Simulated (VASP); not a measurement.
A run of VASP 6.6.1:

POSCAR

```
BaTiO3
1.0
    3.9855000000      0.0000000000      0.0000000000
    0.0000000000      2.8369000000      2.8451500000
    0.0000000000     -2.8369000000      2.8451500000
Ba Ti O
1 1 3
Direct
    0.0000000000      0.0000000000      0.0000000000
    0.5000000000      0.5124000000      0.5124000000
    0.0000000000      0.4874000000      0.4874000000
    0.5000000000      0.5052400000      0.9918400000
    0.5000000000      0.9918400000      0.5052400000
```

The input INCAR.step1:

```
SYSTEM = BaTiO3
PREC     = Accurate       ! precision mode
ENCUT    = 520            ! plane-wave cutoff, eV
ISMEAR   = -1             ! smearing method
SIGMA    = 0.05           ! smearing width, eV
LREAL    = .FALSE.        ! projectors in reciprocal space
LASPH    = .TRUE.         ! aspherical terms in the spheres
NELM     = 150            ! most SCF steps
LMAXMIX  = 4              ! l up to which the mixer works
LDAU     = .TRUE.         ! DFT+U
LDAUTYPE = 2            
LDAUL    = -1 2 -1        ! shell
LDAUU    = 0 8 0          ! U, eV
LDAUJ    = 0 0 0        
NBANDS   = 28             ! bands
GGA      = PE             ! functional
ALGO     = Normal         ! electronic algorithm
EDIFF    = 1E-4           ! SCF threshold, eV
LWAVE    = .TRUE.         ! write WAVECAR
LCHARG   = .FALSE.        ! write CHGCAR
```

Contents of INCAR.step2:

```
SYSTEM = BaTiO3
PREC     = Accurate       ! precision mode
ENCUT    = 520            ! plane-wave cutoff, eV
EDIFF    = 1E-7           ! SCF threshold, eV
ISMEAR   = -1             ! smearing method
SIGMA    = 0.05           ! smearing width, eV
LREAL    = .FALSE.        ! projectors in reciprocal space
LASPH    = .TRUE.         ! aspherical terms in the spheres
NELM     = 150            ! most SCF steps
ALGO     = Normal         ! electronic algorithm
ISIF     = 2              ! what is computed and relaxed
LWAVE    = .FALSE.        ! write WAVECAR
LCHARG   = .TRUE.         ! write CHGCAR
LMAXMIX  = 4              ! l up to which the mixer works
LDAU     = .TRUE.         ! DFT+U
LDAUTYPE = 2            
LDAUL    = -1 2 -1        ! shell
LDAUU    = 0 8 0          ! U, eV
LDAUJ    = 0 0 0        
LDAUPRINT= 1            
METAGGA  = R2SCAN         ! meta-GGA
LMIXTAU  = .TRUE.       
LELF     = .TRUE.         ! ELF
LVHAR    = .TRUE.       
NBANDS   = 28             ! bands
ISTART   = 1
```

KPOINTS

```
regular mesh
0
G
  4 4 4
  0 0 0
```

Potentials or basis: VASP PAW PBE potentials, release 64 (Ba_sv, Ti_sv, O).

Launch:

```console
$ cat potpaw_PBE.64/Ba_sv/POTCAR potpaw_PBE.64/Ti_sv/POTCAR potpaw_PBE.64/O/POTCAR > POTCAR
$ cp INCAR.step1 INCAR
$ mpirun -np 1 vasp_std > vasp.out
$ cp INCAR.step2 INCAR
$ mpirun -np 1 vasp_std > vasp.out
```

Hardware: 1 thread of Intel(R) Xeon(R) 6975P-C (Granite Rapids) (shared host).

Q: Estimate the wall time of this run.

A: Run time: 99 s on 1 thread of Intel(R) Xeon(R) 6975P-C (Granite Rapids) (shared host), peak memory 0.19 GiB. Counts: k points 21.
